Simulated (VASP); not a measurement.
# AlN in VASP: further runs

AlN is run at these levels: PBE, LDA, r2SCAN; tasks: single point.

All numbers are computed with VASP 6.6.1; they aren't measurements. Logs are shortened: lines on timing, memory, paths and dates and some standing lists are left out, and cuts for length are marked.

## 1. The cell of the first run

The typed cell holds 4 atoms: a = 3.130 Å, b = 3.130 Å, c = 5.017 Å, α = 90.00°, β = 90.00°, γ = 120.00°.

## 2. Single point, PBE

Contents of INCAR:

```
SYSTEM = AlN
PREC = Accurate
ENCUT = 600
EDIFF = 1E-6
ISMEAR = -1
SIGMA = 0.01
LREAL = .False.
LASPH = .True.
NELM = 120
ALGO = Normal
ISIF = 2
LWAVE = .False.
LCHARG = .True.
GGA = PE
LELF = .True.
LVHAR = .True.
NBANDS = 16
GGA_COMPAT = .False.
```

Contents of KPOINTS:

```
regular mesh
0
Gamma
  10 10 6
  0 0 0
```

Contents of POSCAR:

```
AlN
1.0
    3.1297569663      0.0000000289      0.0000000000
   -1.5648785082      2.7104490260      0.0000000000
    0.0000000000      0.0000000000      5.0174032534
Al N
2 2
Direct
    0.6671048056      0.3329323774      0.5000247799
    0.3329323767      0.6671048056      1.0000247801
    0.6639230870      0.3360397301      0.8799752205
    0.3360397294      0.6639230870      0.3799752203
```

Potentials or basis: VASP PAW PBE potentials, release 64 (Al, N).

Run with:

```bash
$ cat potpaw_PBE.64/Al/POTCAR potpaw_PBE.64/N/POTCAR > POTCAR
$ mpirun -np 1 vasp_std > vasp.out
```

OUTCAR:

```text
SYSTEM = AlN
   PREC = Accurate
   ENCUT = 600
   EDIFF = 1E-6
   ISMEAR = -1
   LREAL = .False.
   LASPH = .True.
   NELM = 120
   ISIF = 2
   GGA = PE

 ion  position               nearest neighbor table
   1  0.667  0.333  0.500-   4 1.89   3 1.91   4 1.91   4 1.91   2 3.09   2 3.09   2 3.09   2 3.09
                             2 3.09   2 3.09
   2  0.333  0.667  0.000-   3 1.89   4 1.91   3 1.91   3 1.91   1 3.09   1 3.09   1 3.09   1 3.09
                             1 3.09   1 3.09
   3  0.664  0.336  0.880-   2 1.89   1 1.91   2 1.91   2 1.91
   4  0.336  0.664  0.380-   1 1.89   2 1.91   1 1.91   1 1.91

  LATTYP: Found a hexagonal cell.
 ALAT       =     3.1297569663
 C/A-ratio  =     1.6031287117

  Lattice vectors:

 A1 = (   3.1297569663,   0.0000000289,   0.0000000000)
 A2 = (  -1.5648785082,   2.7104490260,   0.0000000000)
 A3 = (   0.0000000000,   0.0000000000,   5.0174032534)

Analysis of symmetry for initial positions (statically):
=====================================================================
 Subroutine PRICEL returns:
 Original cell was already a primitive cell.

 Routine SETGRP: Setting up the symmetry group for a
 hexagonal supercell.

 Subroutine GETGRP returns: Found  2 space group operations
 (whereof  1 operations were pure point group operations)
 out of a pool of 24 trial point group operations.

The static configuration has the point symmetry C_1 .
 The point group associated with its full space group is C_1h.

Analysis of symmetry for dynamics (positions and initial velocities):
=====================================================================
 Subroutine PRICEL returns:
 Original cell was already a primitive cell.

 Routine SETGRP: Setting up the symmetry group for a
 hexagonal supercell.

 Subroutine GETGRP returns: Found  2 space group operations
 (whereof  1 operations were pure point group operations)
 out of a pool of 24 trial point group operations.

The dynamic configuration has the point symmetry C_1 .
 The point group associated with its full space group is C_1h.

 Subroutine INISYM returns: Found  2 space group operations
 (whereof  1 operations are pure point group operations),
 and found     1 'primitive' translations

----------------------------------------------------------------------------------------

                                     Primitive cell

  volume of cell :      42.5629

  direct lattice vectors                    reciprocal lattice vectors
     3.129756966  0.000000029  0.000000000     0.319513625  0.184471282  0.000000000
[... 95 lines left out ...]
   NFREE  =      0    steps in history (QN), initial steepest desc. (CG)
   ISIF   =      2    stress and relaxation
   ISYM   =      2    0-nonsym 1-usesym 2-fastsym
   POTIM  = 0.5000    time-step for ionic-motion
   TEBEG  =    0.0;   TEEND  =   0.0 temperature during run
   PSTRESS=    0.0 pullay stress
   NELECT =      16.0000    total number of electrons
   NUPDOWN=      -1.0000    fix difference up-down
   EMIN   =  10.00;   EMAX   =-10.00  energy-range for DOS
   EFERMI =   0.00;   METHOD = LEGACY
   ISMEAR =    -1;   SIGMA  =   0.01  broadening in eV -4-tet -1-fermi 0-gaus
   EFERMI_NEDOS =   21; number of points for ismear=-14 and -15
   IALGO  =     38    algorithm
   IMIX   =      4    mixing-type and parameters
     AMIX     =   0.40;   BMIX     =  1.00
     AMIX_MAG =   1.60;   BMIX_MAG =  1.00
  volume/ion in A,a.u.               =      10.64        71.81
  Fermi-wavevector in a.u.,A,eV,Ry     =   1.181511  2.232733 18.993310  1.395969
  Thomas-Fermi vector in A             =   2.317783
   LORBIT       =      0    0 simple, 1 ext, 2 COOP (PROOUT), +10 PAW based schemes
   GGA     = PE    functional components
   LHFCALC =     F    Hartree Fock is set to
   AEXX    =    0.0000 exact exchange contribution
   IVDW    =     0    specifies the selected vdW correction
   LEPSILON=     F    determine dielectric tensor
   LRPA    =     F    only Hartree local field effects (RPA)
 non-spin polarized calculation
  energy-cutoff  :      600.00
  volume of cell :       42.56
 maximum number of plane-waves:      1448
 NGX is ok and might be reduce to    28
   NGX = 13   NGY = 13   NGZ = 21

 number of electron      15.9999998 magnetization

 Free energy of the ion-electron system (eV)
  ---------------------------------------------------
  ext. energy  EPLUGINS =         0.00000000
  ---------------------------------------------------
  free energy    TOTEN  =       -29.78006256 eV

  energy without entropy =      -29.78006256  energy(sigma->0) =      -29.78006256

 E-fermi :   6.1710     XC(G=0): -10.8289

 val. band max:        5.9435448928   @ k =   0.0000   0.0000   0.0000
 cond. band min:      10.0126007509   @ k =   0.0000   0.0000   0.0000
 fundamental gap:      4.0690558581
 Fermi energy:         6.1710274747

 k-point     1 :       0.0000    0.0000    0.0000
  band No.  band energies     occupation
      1      -9.1025      2.00000
      2      -7.0174      2.00000
      3       0.0508      2.00000
      4       5.0966      2.00000
      5       5.1703      2.00000
      6       5.7691      2.00000
[... 433 lines left out ...]
      3       1.7016      2.00000
      4       2.0505      2.00000
      5       2.2178      2.00000
      6       3.8549      2.00000
[... 8 lines left out ...]
     15      18.0889      0.00000
     16      20.3249      0.00000

 [... further k-points ...]

------------------------ aborting loop because EDIFF is reached ----------------------------------------

  FORCE on cell =-STRESS in cart. coord.  units (eV):
  Direction    XX          YY          ZZ          XY          YZ          ZX
  --------------------------------------------------------------------------------------
  -------------------------------------------------------------------------------------
  Total       -0.0315627     -0.2803060      0.1142121     -0.2154180     -0.0009218     -0.0005322
  in kB       -1.1881039    -10.5514497      4.2992417     -8.1088949     -0.0346980     -0.0200329
  external PRESSURE =      -2.4801039 kB  Pullay stress =       0.0000000 kB

 VOLUME and BASIS-vectors are now :
 -----------------------------------------------------------------------------
  energy-cutoff  :      600.00
  volume of cell :       42.56
      direct lattice vectors                 reciprocal lattice vectors
     3.129756966  0.000000029  0.000000000     0.319513625  0.184471282  0.000000000
    -1.564878508  2.710449026  0.000000000    -0.000000003  0.368942557  0.000000000
     0.000000000  0.000000000  5.017403253     0.000000000  0.000000000  0.199306284

 POSITION                                       TOTAL-FORCE (eV/Angst)
 -----------------------------------------------------------------------------------
      1.56688      0.90240      2.50883         0.114625     -0.067987     -0.094124
     -0.00194      1.80815      0.00012        -0.116191      0.065275     -0.094124
      1.55206      0.91082      4.41519         0.180334     -0.102308      0.094124
      0.01276      1.79953      1.90649        -0.178768      0.105020      0.094124
 -----------------------------------------------------------------------------------
    total drift:                                0.000001      0.000002      0.000470

  FREE ENERGIE OF THE ION-ELECTRON SYSTEM (eV)
  ---------------------------------------------------
  free  energy   TOTEN  =       -29.7800625566 eV

  energy  without entropy=      -29.7800625566  energy(sigma->0) =      -29.78006256
```

It took 2.4 min on 1 thread of Intel Xeon Platinum 8259CL at 2.50GHz (Skylake/Cascade Lake), shared host; peak memory 0.26 GiB.

Results:

```yaml
Free_energy: -29.7801 eV
Pressure: -0.2 GPa
Largest_force: 0.228 eV/Å
Band_gap_on_the_k_mesh: 4.07 eV
```

Forces on the atoms (eV/Å):
```
Al   0.115 -0.068 -0.094
Al  -0.116  0.065 -0.094
N    0.180 -0.102  0.094
N   -0.179  0.105  0.094
```

Levels at points of the mesh, in eV from the valence-band top:
| k point | band 4 | band 5 | band 6 | band 7 | band 8 | band 9 | band 10 | band 11 | band 12 | band 13 |
| --- | --- | --- | --- | --- | --- | --- | --- | --- | --- | --- |
| (0.00, 0.00, 0.00) | -0.85 | -0.77 | -0.17 | -0.16 | 0.00 | 4.07 | 6.53 | 10.46 | 11.02 | 11.10 |
| (0.50, 0.00, 0.00) | -4.06 | -3.30 | -2.03 | -1.70 | -0.66 | 5.72 | 5.80 | 8.03 | 10.18 | 10.81 |
| (0.50, 0.50, 0.00) | -4.15 | -3.24 | -2.00 | -1.81 | -0.63 | 5.75 | 5.88 | 8.09 | 10.15 | 10.82 |
| (0.00, 0.00, 0.50) | -3.29 | -0.52 | -0.52 | -0.47 | -0.47 | 6.33 | 6.33 | 10.19 | 10.19 | 11.35 |
| (0.50, 0.00, 0.50) | -5.49 | -1.42 | -1.42 | -1.34 | -1.34 | 5.28 | 5.28 | 9.17 | 9.17 | 11.64 |
| (0.50, 0.50, 0.50) | -5.52 | -1.39 | -1.39 | -1.31 | -1.31 | 5.23 | 5.23 | 9.20 | 9.20 | 11.60 |

A k mesh can miss the band edges.

(Continued in part 2 of 3.)
